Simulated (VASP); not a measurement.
# SiW12 in VASP: single point with PBE

Aim: the single point of SiW12 with PBE.

Everything below comes from runs of VASP 6.6.1. Logs are shortened: lines on timing, memory, paths and dates and some standing lists are left out, and cuts for length are marked.

## 1. The cell of the first run

The cell holds a slab with vacuum, 13 atoms: a = 5.514 Å, b = 5.514 Å, c = 19.856 Å, α = 90.00°, β = 90.00°, γ = 109.47°.

## 2. Single point, PBE

Contents of INCAR:

```
SYSTEM = SiW12
ALGO = Normal ; DIPOL = 0.5 0.5 0.327
EDIFF = 1E-7 ; ENCUT = 520
GGA = PE ; IDIPOL = 3
ISIF = 2 ; ISMEAR = 0
LASPH = .True. ; LCHARG = .False.
LDIPOL = .True. ; LREAL = .False.
LWAVE = .False. ; NBANDS = 98
NELM = 100 ; PREC = Accurate
SIGMA = 0.1
```

Contents of KPOINTS:

```
k-points
0
Gamma
  5 5 1
  0 0 0
```

Contents of POSCAR:

```
SiW12
1.0
    5.5143287196      0.0000000000      0.0000000000
   -1.8381095732      5.1989589751      0.0000000000
    0.0000000000      0.0000000000     19.8562160745
W Si
12 1
Direct
    0.2500000000      0.2500000000      0.2014482510
    0.2500000000      0.7500000000      0.2014482510
    0.7500000000      0.2500000000      0.2014482510
    0.7500000000      0.7500000000      0.2014482510
    0.0000000000      0.0000000000      0.3111437104
    0.0000000000      0.5000000000      0.3111437104
    0.5000000000      0.0000000000      0.3111437104
    0.5000000000      0.5000000000      0.3111437104
    0.2500000000      0.2500000000      0.4208362783
    0.2500000000      0.7500000000      0.4208362783
    0.7500000000      0.2500000000      0.4208362783
    0.7500000000      0.7500000000      0.4208362783
    0.4166666667      0.5833333333      0.5169923417
```

Potentials or basis: VASP PAW PBE potentials, release 64 (W_sv, Si).

Launch:

```sh
$ cat potpaw_PBE.64/W_sv/POTCAR potpaw_PBE.64/Si/POTCAR > POTCAR
$ mpirun -np 1 vasp_std > vasp.out
```

OUTCAR:

```text
SYSTEM = SiW12
   EDIFF = 1E-7
   ENCUT = 520
   GGA = PE
   ISIF = 2
   ISMEAR = 0
   LASPH = .True.
   LREAL = .False.
   NELM = 100
   PREC = Accurate

 ion  position               nearest neighbor table
   1  0.250  0.250  0.201-   5 2.70   8 2.70   3 2.76   3 2.76   2 2.76   2 2.76   7 3.13   6 3.13
                             4 3.18   4 3.18
   2  0.250  0.750  0.201-   6 2.70   7 2.70   4 2.76   4 2.76   1 2.76   1 2.76   5 3.13   8 3.13
                             3 3.18   3 3.18
   3  0.750  0.250  0.201-   6 2.70   7 2.70   1 2.76   1 2.76   4 2.76   4 2.76   5 3.13   8 3.13
                             2 3.18   2 3.18
   4  0.750  0.750  0.201-   5 2.70   8 2.70   2 2.76   2 2.76   3 2.76   3 2.76   7 3.13   6 3.13
                             1 3.18   1 3.18
   5  0.000  0.000  0.311-   9 2.70  12 2.70   1 2.70   4 2.70   7 2.76   7 2.76   6 2.76   6 2.76
                            11 3.13  10 3.13   3 3.13   2 3.13   8 3.18   8 3.18
   6  0.000  0.500  0.311-  10 2.70  11 2.70   2 2.70   3 2.70   8 2.76   8 2.76   5 2.76   5 2.76
                             9 3.13  12 3.13   1 3.13   4 3.13   7 3.18   7 3.18
   7  0.500  0.000  0.311-  10 2.70  11 2.70   2 2.70   3 2.70   5 2.76   5 2.76   8 2.76   8 2.76
                             9 3.13  12 3.13   1 3.13   4 3.13   6 3.18   6 3.18
   8  0.500  0.500  0.311-   9 2.70  12 2.70   1 2.70   4 2.70   6 2.76   6 2.76   7 2.76   7 2.76
                            11 3.13  10 3.13   3 3.13   2 3.13   5 3.18   5 3.18
   9  0.250  0.250  0.421-  13 2.60   8 2.70   5 2.70  11 2.76  11 2.76  10 2.76  10 2.76   6 3.13
                             7 3.13  12 3.18  12 3.18
  10  0.250  0.750  0.421-  13 2.43   7 2.70   6 2.70  12 2.76  12 2.76   9 2.76   9 2.76   8 3.13
                             5 3.13  11 3.18  11 3.18
  11  0.750  0.250  0.421-   6 2.70   7 2.70   9 2.76   9 2.76  12 2.76  12 2.76   5 3.13   8 3.13
                            10 3.18  10 3.18
  12  0.750  0.750  0.421-  13 2.60   8 2.70   5 2.70  10 2.76  10 2.76  11 2.76  11 2.76   6 3.13
                             7 3.13   9 3.18   9 3.18
  13  0.417  0.583  0.517-  10 2.43  12 2.60   9 2.60

  LATTYP: Found a base centered orthorhombic cell.
 ALAT       =     6.3673983413
 B/A-ratio  =     1.4142135624
 C/A-ratio  =     3.1184190167

  Lattice vectors:

 A1 = (   5.5143287196,   0.0000000000,   0.0000000000)
 A2 = (  -1.8381095732,   5.1989589751,   0.0000000000)
 A3 = (   0.0000000000,   0.0000000000,  19.8562160745)

Analysis of symmetry for initial positions (statically):
=====================================================================
 Subroutine PRICEL returns:
 Original cell was already a primitive cell.

 Routine SETGRP: Setting up the symmetry group for a
 base centered orthorhombic supercell.

 Subroutine GETGRP returns: Found  2 space group operations
 (whereof  2 operations were pure point group operations)
 out of a pool of  8 trial point group operations.

The static configuration has the point symmetry C_1h.

Analysis of symmetry for dynamics (positions and initial velocities):
=====================================================================
 Subroutine PRICEL returns:
 Original cell was already a primitive cell.

 Routine SETGRP: Setting up the symmetry group for a
 base centered orthorhombic supercell.

 Subroutine GETGRP returns: Found  2 space group operations
 (whereof  2 operations were pure point group operations)
 out of a pool of  8 trial point group operations.

The dynamic configuration has the point symmetry C_1h.

 Subroutine INISYM returns: Found  2 space group operations
 (whereof  2 operations are pure point group operations),
 and found     1 'primitive' translations

----------------------------------------------------------------------------------------

                                     Primitive cell

  volume of cell :     569.2533

  direct lattice vectors                    reciprocal lattice vectors
     5.514328720  0.000000000  0.000000000     0.181345736  0.064115400  0.000000000
    -1.838109573  5.198958975  0.000000000     0.000000000  0.192346199  0.000000000
     0.000000000  0.000000000 19.856216075     0.000000000  0.000000000  0.050362063

  length of vectors
     5.514328720  5.514328720 19.856216075     0.192346199  0.192346199  0.050362063

  position of ions in fractional coordinates (direct lattice)
     0.250000000  0.250000000  0.201448251
     0.250000000  0.750000000  0.201448251
     0.750000000  0.250000000  0.201448251
     0.750000000  0.750000000  0.201448251
     0.000000000  0.000000000  0.311143710
     0.000000000  0.500000000  0.311143710
     0.500000000  0.000000000  0.311143710
     0.500000000  0.500000000  0.311143710
     0.250000000  0.250000000  0.420836278
     0.250000000  0.750000000  0.420836278
     0.750000000  0.250000000  0.420836278
     0.750000000  0.750000000  0.420836278
     0.416666667  0.583333333  0.516992342

  ion indices of the primitive-cell ions
   primitive index   ion index
                 1           1
                 2           2
                 3           3
                 4           4
                 5           5
                 6           6
                 7           7
                 8           8
                 9           9
                10          10
                11          11
                12          12
                13          13

----------------------------------------------------------------------------------------

 KPOINTS: k-points

Automatic generation of k-mesh.
 Grid dimensions read from file:
 generate k-points for:    5    5    1

 Generating k-lattice:

  Cartesian coordinates                     Fractional coordinates (reciprocal lattice)
     0.036269147  0.012823080  0.000000000     0.200000000  0.000000000  0.000000000
     0.000000000  0.038469240  0.000000000     0.000000000  0.200000000  0.000000000
     0.000000000  0.000000000  0.050362063     0.000000000  0.000000000  1.000000000

  Length of vectors
     0.038469240  0.038469240  0.050362063

  Shift w.r.t. Gamma in fractional coordinates (k-lattice)
     0.000000000  0.000000000  0.000000000

 Subroutine IBZKPT returns following result:
 ===========================================

 Found      9 irreducible k-points:

 Following reciprocal coordinates:
            Coordinates               Weight
  0.000000  0.000000  0.000000      1.000000
  0.200000  0.000000  0.000000      4.000000
  0.400000  0.000000  0.000000      4.000000
  0.200000  0.200000  0.000000      2.000000
  0.400000  0.200000  0.000000      4.000000
 -0.400000  0.200000  0.000000      4.000000
 -0.200000  0.200000  0.000000      2.000000
  0.400000  0.400000  0.000000      2.000000
 -0.400000  0.400000  0.000000      2.000000
   k-points           NKPTS =      9   k-points in BZ     NKDIM =      9   number of bands    NBANDS=     98
   number of dos      NEDOS =    301   number of ions     NIONS =     13
   total plane-waves  NPLWV = 264600
   dimension x,y,z NGX =    42 NGY =   42 NGZ =  150
   dimension x,y,z NGXF=    84 NGYF=   84 NGZF=  300
   ions per type =              12   1
   NGX,Y,Z   is equivalent  to a cutoff of  12.66, 12.66, 12.56 a.u.
   NGXF,Y,Z  is equivalent  to a cutoff of  25.32, 25.32, 25.12 a.u.
 SYSTEM =  SiW12
   PREC   = accura    normal or accurate (medium, high low for compatibility)
   ISTART =      0    job   : 0-new  1-cont  2-samecut
   ICHARG =      2    charge: 1-file 2-atom 10-const
   ISPIN  =      1    spin polarized calculation?
   LNONCOLLINEAR =      F non collinear calculations
   LSORBIT =      F    spin-orbit coupling
   LASPH  =      T    aspherical Exc in radial PAW
   ENCUT  =  520.0 eV  38.22 Ry    6.18 a.u.  10.25 10.25 36.92*2*pi/ulx,y,z
   NELM   =    100;   NELMIN=  2; NELMDL= -5     # of ELM steps
   EDIFF  = 0.1E-06   stopping-criterion for ELM
   LREAL  =      F    real-space projection
   EDIFFG = 0.1E-05   stopping-criterion for IOM
   NSW    =      0    number of steps for IOM
   IBRION =     -1    ionic relax: 0-MD 1-quasi-New 2-CG
   NFREE  =      0    steps in history (QN), initial steepest desc. (CG)
   ISIF   =      2    stress and relaxation
   ISYM   =      2    0-nonsym 1-usesym 2-fastsym
   POTIM  = 0.5000    time-step for ionic-motion
   TEBEG  =    0.0;   TEEND  =   0.0 temperature during run
   PSTRESS=    0.0 pullay stress
   NELECT =     172.0000    total number of electrons
   NUPDOWN=      -1.0000    fix difference up-down
   EMIN   =  10.00;   EMAX   =-10.00  energy-range for DOS
   EFERMI =   0.00;   METHOD = LEGACY
   ISMEAR =     0;   SIGMA  =   0.10  broadening in eV -4-tet -1-fermi 0-gaus
   EFERMI_NEDOS =   21; number of points for ismear=-14 and -15
   IALGO  =     38    algorithm
   IMIX   =      4    mixing-type and parameters
     AMIX     =   0.40;   BMIX     =  1.00
     AMIX_MAG =   1.60;   BMIX_MAG =  1.00
  volume/ion in A,a.u.               =      43.79       295.50
  Fermi-wavevector in a.u.,A,eV,Ry     =   1.098540  2.075939 16.419371  1.206790
  Thomas-Fermi vector in A             =   2.234919
   LORBIT       =      0    0 simple, 1 ext, 2 COOP (PROOUT), +10 PAW based schemes
   GGA     = PE    functional components
   LHFCALC =     F    Hartree Fock is set to
   AEXX    =    0.0000 exact exchange contribution
   IVDW    =     0    specifies the selected vdW correction
   LEPSILON=     F    determine dielectric tensor
   LRPA    =     F    only Hartree local field effects (RPA)
 non-spin polarized calculation
 Gauss-broadening in eV      SIGMA  =   0.10
  energy-cutoff  :      520.00
  volume of cell :      569.25
 maximum number of plane-waves:     15340
 NGX is ok and might be reduce to    42
   NGX = 21   NGY = 21   NGZ = 73

 dipolmoment           0.000000      0.000000     -0.012502 electrons x Angstroem

 number of electron     172.0000030 magnetization

 dipolmoment           0.000000      0.000000      0.026047 electrons x Angstroem

 Free energy of the ion-electron system (eV)
  ---------------------------------------------------
  ext. energy  EPLUGINS =         0.00000000
  ---------------------------------------------------
  free energy    TOTEN  =      -149.49673526 eV

  energy without entropy =     -149.43583941  energy(sigma->0) =     -149.46628733

 E-fermi :   0.9172     XC(G=0):  -5.9668

 val. band max:        0.8677946004   @ k =   0.0000   0.0000   0.0000
 cond. band min:       0.9186423330   @ k =  -0.4000   0.4000   0.0000
 fundamental gap:      0.0508477326
 Fermi energy:         0.9171763861

 k-point     1 :       0.0000    0.0000    0.0000
  band No.  band energies     occupation
      1     -73.1804      2.00000
      2     -73.1117      2.00000
      3     -73.0809      2.00000
      4     -73.0685      2.00000
      5     -73.0456      2.00000
      6     -73.0115      2.00000
[... 90 lines left out ...]
     97       3.1543      0.00000
     98       3.1931      0.00000

 k-point     2 :       0.2000    0.0000    0.0000
  band No.  band energies     occupation
      1     -73.1731      2.00000
      2     -73.1148      2.00000
      3     -73.0840      2.00000
      4     -73.0691      2.00000
      5     -73.0443      2.00000
      6     -73.0080      2.00000
[... 696 lines left out ...]
     97       2.3752      0.00000
     98       2.4131      0.00000

 k-point     9 :      -0.4000    0.4000    0.0000
  band No.  band energies     occupation
      1     -73.1429      2.00000
      2     -73.1121      2.00000
      3     -73.1010      2.00000
      4     -73.0812      2.00000
      5     -73.0407      2.00000
      6     -72.9873      2.00000
[... 90 lines left out ...]
     97       2.2026      0.00000
     98       2.2596      0.00000

------------------------ aborting loop because EDIFF is reached ----------------------------------------

 vacuum level on the upper side and lower side of the slab       (xc-potential included)        -0.040        -0.172

  FORCE on cell =-STRESS in cart. coord.  units (eV):
  Direction    XX          YY          ZZ          XY          YZ          ZX
  --------------------------------------------------------------------------------------
  -------------------------------------------------------------------------------------
  Total       -9.0117901    -11.7603547      2.9380589     -3.8870573     -1.4785479      2.0909835
  in kB      -25.3639050    -33.0998077      8.2692389    -10.9402185     -4.1614093      5.8851244
  external PRESSURE =     -16.7314912 kB  Pullay stress =       0.0000000 kB

 VOLUME and BASIS-vectors are now :
 -----------------------------------------------------------------------------
  energy-cutoff  :      520.00
  volume of cell :      569.25
      direct lattice vectors                 reciprocal lattice vectors
     5.514328720  0.000000000  0.000000000     0.181345736  0.064115400  0.000000000
    -1.838109573  5.198958975  0.000000000     0.000000000  0.192346199  0.000000000
     0.000000000  0.000000000 19.856216075     0.000000000  0.000000000  0.050362063

 POSITION                                       TOTAL-FORCE (eV/Angst)
 -----------------------------------------------------------------------------------
      0.91905      1.29974      4.00000        -0.054415     -0.015683     -0.049050
      0.00000      3.89922      4.00000        -0.065163      0.046077     -0.011847
      3.67622      1.29974      4.00000         0.118061     -0.083482      0.035749
      2.75716      3.89922      4.00000        -0.003352      0.056531     -0.049050
      0.00000      0.00000      6.17814         0.001210     -0.000856     -0.248698
     -0.91905      2.59948      6.17814        -0.148147     -0.150827     -0.324922
      2.75716      0.00000      6.17814         0.092819      0.189950     -0.324922
      1.83811      2.59948      6.17814         0.027536     -0.019471     -0.358492
      0.91905      1.29974      8.35622        -0.359574     -0.468756      0.555835
      0.00000      3.89922      8.35622        -0.604697      0.427585     -0.049728
      3.67622      1.29974      8.35622        -0.380171      0.268821      0.254819
      2.75716      3.89922      8.35622         0.322089      0.495261      0.555835
      1.22541      3.03273     10.26551         1.053802     -0.745151      0.014472
 -----------------------------------------------------------------------------------
    total drift:                                0.000037     -0.000027      0.000871

  FREE ENERGIE OF THE ION-ELECTRON SYSTEM (eV)
  ---------------------------------------------------
  free  energy   TOTEN  =      -149.4967352578 eV

  energy  without entropy=     -149.4358394112  energy(sigma->0) =     -149.46628733

 vacuum level on the upper side and lower side of the slab         5.862         5.724
```

It took 16 min on 1 thread of AMD EPYC 9R45 (Zen 5), shared host; peak memory 0.75 GiB.

Results:

| Item | Value |
| --- | --- |
| Free energy | -149.4967 eV |
| Largest force | 1.291 eV/Å |
| Band gap on the k mesh | zero (bands 86 and 87 overlap by 1.41 eV) |

Forces in eV/Å, atoms in the order of the input:
```
W   -0.054 -0.016 -0.049
W   -0.065  0.046 -0.012
W    0.118 -0.083  0.036
W   -0.003  0.057 -0.049
W    0.001 -0.001 -0.249
W   -0.148 -0.151 -0.325
W    0.093  0.190 -0.325
W    0.028 -0.019 -0.358
W   -0.360 -0.469  0.556
W   -0.605  0.428 -0.050
W   -0.380  0.269  0.255
W    0.322  0.495  0.556
Si   1.054 -0.745  0.014
```

Caveat: spin-orbit coupling is left out, which moves the levels of the heavy elements.

The gap in the log of VASP goes by the Fermi energy; the results here count the filled bands.